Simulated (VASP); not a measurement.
# Ag in VASP: further runs, part 2 of 2

VASP 6.6.1. Earlier steps stand in the parts before.

## (4) Single point, r2SCAN

The input, POSCAR:

```
Ag
1.0
    0.0000000000      2.0427500000      2.0427500000
    2.0427500000      0.0000000000      2.0427500000
    2.0427500000      2.0427500000      0.0000000000
Ag
1
Direct
    0.0000000000      0.0000000000      0.0000000000
```

The input, INCAR.step1:

```
SYSTEM = Ag
PREC     = Accurate       ! precision mode
ENCUT    = 520            ! plane-wave cutoff, eV
ISMEAR   = 1              ! smearing method
SIGMA    = 0.05           ! smearing width, eV
LREAL    = .False.        ! projectors in reciprocal space
LASPH    = .True.         ! aspherical terms in the spheres
NELM     = 100            ! most SCF steps
NBANDS   = 12             ! bands
GGA      = PE             ! functional
ALGO     = Normal         ! electronic algorithm
EDIFF    = 1E-4           ! SCF threshold, eV
LWAVE    = .True.         ! write WAVECAR
LCHARG   = .False.        ! write CHGCAR
```

The input, INCAR.step2:

```
SYSTEM = Ag
PREC     = Accurate       ! precision mode
ENCUT    = 520            ! plane-wave cutoff, eV
EDIFF    = 1E-7           ! SCF threshold, eV
ISMEAR   = 1              ! smearing method
SIGMA    = 0.05           ! smearing width, eV
LREAL    = .False.        ! projectors in reciprocal space
LASPH    = .True.         ! aspherical terms in the spheres
NELM     = 100            ! most SCF steps
ALGO     = Normal         ! electronic algorithm
ISIF     = 2              ! what is computed and relaxed
LWAVE    = .False.        ! write WAVECAR
LCHARG   = .True.         ! write CHGCAR
METAGGA  = R2SCAN         ! meta-GGA
LMIXTAU  = .True.       
LELF     = .True.         ! ELF
LVHAR    = .True.       
NBANDS   = 12             ! bands
ISTART   = 1
```

The input, KPOINTS:

```
Automatic mesh
0
Gamma
  18 18 18
  0 0 0
```

Potentials or basis: VASP PAW PBE potentials, release 64 (Ag).

Run with:

```bash
$ cat potpaw_PBE.64/Ag/POTCAR > POTCAR
$ cp INCAR.step1 INCAR
$ mpirun -np 1 vasp_std > vasp.out
$ cp INCAR.step2 INCAR
$ mpirun -np 1 vasp_std > vasp.out
```

OUTCAR:

```text
SYSTEM = Ag
   PREC = Accurate
   ENCUT = 520
   EDIFF = 1E-7
   ISMEAR = 1
   LREAL = .False.
   LASPH = .True.
   NELM = 100
   ISIF = 2
   METAGGA = R2SCAN
   ISTART = 1

 ion  position               nearest neighbor table
   1  0.000  0.000  0.000-

  LATTYP: Found a face centered cubic cell.
 ALAT       =     4.0855000000

  Lattice vectors:

 A1 = (   0.0000000000,   2.0427500000,   2.0427500000)
 A2 = (   2.0427500000,   0.0000000000,   2.0427500000)
 A3 = (   2.0427500000,   2.0427500000,   0.0000000000)

Analysis of symmetry for initial positions (statically):
=====================================================================
 Subroutine PRICEL returns:
 Original cell was already a primitive cell.

 Routine SETGRP: Setting up the symmetry group for a
 face centered cubic supercell.

 Subroutine GETGRP returns: Found 48 space group operations
 (whereof 48 operations were pure point group operations)
 out of a pool of 48 trial point group operations.

The static configuration has the point symmetry O_h .

Analysis of symmetry for dynamics (positions and initial velocities):
=====================================================================
 Subroutine PRICEL returns:
 Original cell was already a primitive cell.

 Routine SETGRP: Setting up the symmetry group for a
 face centered cubic supercell.

 Subroutine GETGRP returns: Found 48 space group operations
 (whereof 48 operations were pure point group operations)
 out of a pool of 48 trial point group operations.

The dynamic configuration has the point symmetry O_h .

 Subroutine INISYM returns: Found 48 space group operations
 (whereof 48 operations are pure point group operations),
 and found     1 'primitive' translations

----------------------------------------------------------------------------------------

                                     Primitive cell

  volume of cell :      17.0481

  direct lattice vectors                    reciprocal lattice vectors
     0.000000000  2.042750000  2.042750000    -0.244768082  0.244768082  0.244768082
     2.042750000  0.000000000  2.042750000     0.244768082 -0.244768082  0.244768082
     2.042750000  2.042750000  0.000000000     0.244768082  0.244768082 -0.244768082

  length of vectors
     2.888884755  2.888884755  2.888884755     0.423950755  0.423950755  0.423950755

  position of ions in fractional coordinates (direct lattice)
     0.000000000  0.000000000  0.000000000

  ion indices of the primitive-cell ions
   primitive index   ion index
                 1           1

----------------------------------------------------------------------------------------

 KPOINTS: Automatic mesh

Automatic generation of k-mesh.
 Grid dimensions read from file:
 generate k-points for:   18   18   18

 Generating k-lattice:

  Cartesian coordinates                     Fractional coordinates (reciprocal lattice)
    -0.013598227  0.013598227  0.013598227     0.055555556  0.000000000  0.000000000
     0.013598227 -0.013598227  0.013598227     0.000000000  0.055555556  0.000000000
     0.013598227  0.013598227 -0.013598227     0.000000000  0.000000000  0.055555556

  Length of vectors
     0.023552820  0.023552820  0.023552820

  Shift w.r.t. Gamma in fractional coordinates (k-lattice)
     0.000000000  0.000000000  0.000000000

 Subroutine IBZKPT returns following result:
 ===========================================

 Found    195 irreducible k-points:

 Following reciprocal coordinates:
            Coordinates               Weight
  0.000000  0.000000  0.000000      1.000000
  0.055556  0.000000  0.000000      8.000000
  0.111111  0.000000  0.000000      8.000000
  0.166667  0.000000  0.000000      8.000000
  0.222222  0.000000  0.000000      8.000000
  0.277778  0.000000  0.000000      8.000000
[... 16 lines left out ...]
 -0.277778  0.055556  0.000000     24.000000
 -0.222222  0.055556  0.000000     24.000000
 [... further k-points ...]
   k-points           NKPTS =    195   k-points in BZ     NKDIM =    195   number of bands    NBANDS=     12
   number of dos      NEDOS =    301   number of ions     NIONS =      1
   total plane-waves  NPLWV =  13824
   dimension x,y,z NGX =    24 NGY =   24 NGZ =   24
   dimension x,y,z NGXF=    48 NGYF=   48 NGZF=   48
   ions per type =               1
   NGX,Y,Z   is equivalent  to a cutoff of  13.81, 13.81, 13.81 a.u.
   NGXF,Y,Z  is equivalent  to a cutoff of  27.62, 27.62, 27.62 a.u.
 SYSTEM =  Ag
   PREC   = accura    normal or accurate (medium, high low for compatibility)
   ISTART =      1    job   : 0-new  1-cont  2-samecut
   ICHARG =      0    charge: 1-file 2-atom 10-const
   ISPIN  =      1    spin polarized calculation?
   LNONCOLLINEAR =      F non collinear calculations
   LSORBIT =      F    spin-orbit coupling
   LASPH  =      T    aspherical Exc in radial PAW
   ENCUT  =  520.0 eV  38.22 Ry    6.18 a.u.   5.37  5.37  5.37*2*pi/ulx,y,z
   NELM   =    100;   NELMIN=  2; NELMDL=  0     # of ELM steps
   EDIFF  = 0.1E-06   stopping-criterion for ELM
   LREAL  =      F    real-space projection
   EDIFFG = 0.1E-05   stopping-criterion for IOM
   NSW    =      0    number of steps for IOM
   IBRION =     -1    ionic relax: 0-MD 1-quasi-New 2-CG
   NFREE  =      0    steps in history (QN), initial steepest desc. (CG)
   ISIF   =      2    stress and relaxation
   ISYM   =      2    0-nonsym 1-usesym 2-fastsym
   POTIM  = 0.5000    time-step for ionic-motion
   TEBEG  =    0.0;   TEEND  =   0.0 temperature during run
   PSTRESS=    0.0 pullay stress
   NELECT =      11.0000    total number of electrons
   NUPDOWN=      -1.0000    fix difference up-down
   EMIN   =  10.00;   EMAX   =-10.00  energy-range for DOS
   EFERMI =   0.00;   METHOD = LEGACY
   ISMEAR =     1;   SIGMA  =   0.05  broadening in eV -4-tet -1-fermi 0-gaus
   EFERMI_NEDOS =   21; number of points for ismear=-14 and -15
   IALGO  =     38    algorithm
   IMIX   =      4    mixing-type and parameters
     AMIX     =   0.40;   BMIX     =  1.00
     AMIX_MAG =   1.60;   BMIX_MAG =  1.00
  volume/ion in A,a.u.               =      17.05       115.05
  Fermi-wavevector in a.u.,A,eV,Ry     =   1.414644  2.673290 27.228221  2.001218
  Thomas-Fermi vector in A             =   2.536165
   LORBIT       =      0    0 simple, 1 ext, 2 COOP (PROOUT), +10 PAW based schemes
   METAGGA = R2SCAN    functional components
   LHFCALC =     F    Hartree Fock is set to
   AEXX    =    0.0000 exact exchange contribution
   IVDW    =     0    specifies the selected vdW correction
   LEPSILON=     F    determine dielectric tensor
   LRPA    =     F    only Hartree local field effects (RPA)
 non-spin polarized calculation
 Methfessel and Paxton  Order N= 1 SIGMA  =   0.05
  energy-cutoff  :      520.00
  volume of cell :       17.05
 maximum number of plane-waves:       473
 NGX is ok and might be reduce to    24
   NGX = 11   NGY = 11   NGZ = 11

 number of electron      10.9999999 magnetization

 Free energy of the ion-electron system (eV)
  ---------------------------------------------------
  ext. energy  EPLUGINS =         0.00000000
  ---------------------------------------------------
  free energy    TOTEN  =       -21.35882910 eV

  energy without entropy =      -21.35872505  energy(sigma->0) =      -21.35879442

 E-fermi :   8.3706     XC(G=0): -12.9703

 val. band max:        8.3657017742   @ k =   0.5000   0.1667   0.0556
 cond. band min:       8.5305234178   @ k =   0.5000   0.3333   0.1111
 fundamental gap:      0.1648216436
 Fermi energy:         8.3706208466

 k-point     1 :       0.0000    0.0000    0.0000
  band No.  band energies     occupation
      1       0.4718      2.00000
      2       3.2933      2.00000
      3       3.2933      2.00000
      4       3.2933      2.00000
      5       4.3387      2.00000
      6       4.3387      2.00000
      7      25.0881      0.00000
      8      28.8189      0.00000
      9      28.8189      0.00000
     10      28.8189      0.00000
     11      33.7751      0.00000
     12      34.8302      0.00000
[... 331 lines left out ...]
 k-point    24 :      -0.2222    0.0556    0.0000
  band No.  band energies     occupation
      1       1.8585      2.00000
      2       3.3482      2.00000
      3       3.5408      2.00000
      4       3.5893      2.00000
      5       4.2946      2.00000
      6       4.6821      2.00000
      7      20.4277      0.00000
      8      25.2975      0.00000
      9      27.7931      0.00000
     10      30.4273      0.00000
     11      31.0465      0.00000
     12      32.0518      0.00000

 [... further k-points ...]
[... 5 lines left out ...]
  --------------------------------------------------------------------------------------
  -------------------------------------------------------------------------------------
  Total        0.1711526      0.1711526      0.1711526      0.0000000      0.0000000      0.0000000
  in kB       16.0848988     16.0848988     16.0848988      0.0000000      0.0000000      0.0000000
  external PRESSURE =      16.0848988 kB  Pullay stress =       0.0000000 kB

 VOLUME and BASIS-vectors are now :
 -----------------------------------------------------------------------------
  energy-cutoff  :      520.00
  volume of cell :       17.05
      direct lattice vectors                 reciprocal lattice vectors
     0.000000000  2.042750000  2.042750000    -0.244768082  0.244768082  0.244768082
     2.042750000  0.000000000  2.042750000     0.244768082 -0.244768082  0.244768082
     2.042750000  2.042750000  0.000000000     0.244768082  0.244768082 -0.244768082

 POSITION                                       TOTAL-FORCE (eV/Angst)
 -----------------------------------------------------------------------------------
      0.00000      0.00000      0.00000         0.000000      0.000000      0.000000
 -----------------------------------------------------------------------------------
    total drift:                                0.000000      0.000000      0.000000

  FREE ENERGIE OF THE ION-ELECTRON SYSTEM (eV)
  ---------------------------------------------------
  free  energy   TOTEN  =       -21.3588291001 eV

  energy  without entropy=      -21.3587250460  energy(sigma->0) =      -21.35879442
```

Run time: 3.2 min. Hardware: 1 thread of Intel Xeon 8259CL, shared host; peak memory 0.17 GiB.

What came out:

```
Free energy : -21.3588 eV
Pressure    : 1.6 GPa
```

Caveat: the PAW data sets were made with another functional, which shifts forces and pressure a little.

## (5) Single point, r2SCAN

The input, POSCAR:

```
Ag
1.0
   -0.0062230000      2.0386280000      2.0672000000
    2.0149730000      0.0469460000      2.0140300000
    2.0855950000      2.0560800000     -0.0236760000
Ag
1
Direct
    0.0022060000      0.0285520000     -0.0104340000
```

The input, INCAR.step1:

```
SYSTEM = Ag
PREC = Accurate ; ENCUT = 520
ISMEAR = 1 ; SIGMA = 0.1
LREAL = .False. ; LASPH = .True.
NELM = 80 ; NBANDS = 12
GGA = PE ; ALGO = Normal
EDIFF = 1E-4 ; LWAVE = .True.
LCHARG = .False.
```

The input, INCAR.step2:

```
SYSTEM = Ag
PREC = Accurate ; ENCUT = 520
EDIFF = 1E-6 ; ISMEAR = 1
SIGMA = 0.1 ; LREAL = .False.
LASPH = .True. ; NELM = 80
ALGO = Normal ; ISIF = 2
LWAVE = .False. ; LCHARG = .False.
METAGGA = R2SCAN ; LMIXTAU = .True.
NBANDS = 12 ; ISTART = 1
```

The input, KPOINTS:

```
regular mesh
0
Gamma
  8 8 8
  0 0 0
```

Run with:

```bash
$ cat potpaw_PBE.64/Ag/POTCAR > POTCAR
$ cp INCAR.step1 INCAR
$ mpirun -np 1 vasp_std > vasp.out
$ cp INCAR.step2 INCAR
$ mpirun -np 1 vasp_std > vasp.out
```

Run time: 3 min. Hardware: 1 thread of Intel Xeon 8259CL, shared host; peak memory 0.18 GiB.

It converged, with:

```yaml
Free_energy: -21.3201 eV
Pressure: 2.5 GPa
```

Stress tensor (GPa, compression positive):
```
 2.07 -1.29  2.08
-1.29  2.86 -0.61
 2.08 -0.61  2.65
```

Levels at points of the mesh, in eV from the Fermi level:
```
           k point  band 3  band 4  band 5  band 6  band 7  band 8  band 9  band 10
(0.00, 0.00, 0.00)   -5.09   -4.85   -4.03   -3.93   16.67   19.72   20.28    21.55
(0.50, 0.00, 0.00)   -4.90   -3.31   -3.09   -0.32    3.68   16.08   18.61    19.21
(0.00, 0.50, 0.00)   -5.01   -3.14   -3.09    0.10    4.41   15.56   17.77    18.33
(0.50, 0.50, 0.00)   -3.24   -2.98   -2.93    1.75    6.97   10.73   11.94    17.39
(0.00, 0.00, 0.50)   -4.92   -3.30   -3.13   -0.44    3.44   16.23   18.93    19.44
(0.50, 0.00, 0.50)   -3.24   -2.97   -2.93    2.00    7.32   10.37   11.78    17.04
(0.00, 0.50, 0.50)   -3.25   -2.99   -2.91    1.75    6.97   11.05   11.63    17.69
(0.50, 0.50, 0.50)   -4.83   -3.26   -3.11   -0.27    3.75   15.93   18.25    19.48
```

Caveat: the PAW data sets were made with another functional, which shifts forces and pressure a little.

## (6) Summary

```csv
cell,k mesh,smearing,gap on the mesh (eV),pressure (GPa)
"a = 2.889 Å, angles 60.0°, 1 atom",13 × 13 × 13,methfessel-paxton 0.05 eV,none,1.4
"a = 2.889 Å, angles 60.0°, 1 atom",15 × 15 × 15,methfessel-paxton 0.05 eV,none,1.5
"a = 2.889 Å, angles 60.0°, 1 atom",18 × 18 × 18,methfessel-paxton 0.05 eV,none,1.6
"a = 2.903, b = 2.849, c = 2.929 Å, angles 59.4, 60.9, 59.1°, 1 atom",8 × 8 × 8,methfessel-paxton 0.1 eV,none,2.5
```

Alike in all rows: task single point; level r2SCAN; potentials or basis VASP PAW PBE potentials, release 64 (Ag); no spin polarisation; cutoff (eV) 520.

Every run on the cell as given and a fine mesh finds a metal.

Caveats: the PAW data sets were made with another functional, which shifts forces and pressure a little.

Absolute energies hang on the potentials; compare differences alone.
